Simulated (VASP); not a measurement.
Runs of VASP 6.6.1 on Hf. The structure is that of space group P6/mmm (No. 191), or close to it. The cells are those of the table. 

```csv
task,cell,cutoff (eV),gap on the mesh (eV),pressure (GPa)
single point,"a = 4.917, b = 4.917, c = 3.063 Å, angles 90.0, 90.0, 120.0°, 3 atoms",520,none,(a)
single point,"a = 4.554, b = 4.554, c = 2.833 Å, angles 90.0, 90.0, 120.0°, 3 atoms",520,none,39.6
single point,"a = 4.795, b = 4.795, c = 2.987 Å, angles 90.0, 90.0, 120.0°, 3 atoms",520,none,9.6
single point,"a = 4.619, b = 4.619, c = 2.875 Å, angles 90.0, 90.0, 120.0°, 3 atoms",520,none,(b)
relaxation of cell and atoms,"relaxed to 40 GPa from a = 4.962, b = 4.962, c = 3.086 Å, angles 90.0, 90.0, 120.0°, 3 atoms",600,none,40.2
single point,"a = 4.698, b = 4.698, c = 2.926 Å, angles 90.0, 90.0, 120.0°, 3 atoms",520,none,19.6
```

Alike in all rows: level PBEsol; potentials or basis VASP PAW PBE potentials, release 64 (Hf_pv); no spin polarisation; k mesh 8 × 8 × 11; smearing methfessel-paxton 0.1 eV.

Problem. Estimate the missing entries.

Solution. (a) -0.4; (b) 29.5.

Caveats: the PAW data sets were made with another functional, which shifts forces and pressure a little; spin-orbit coupling is left out, which moves the levels of the heavy elements; the cell is relaxed towards a set pressure, so the enthalpy falls and the energy may rise (some runs).

A k mesh can miss the band edges, and the runs leave out spin-orbit coupling on Hf.

A gap of «none» marks levels without a gap at the run's occupations.
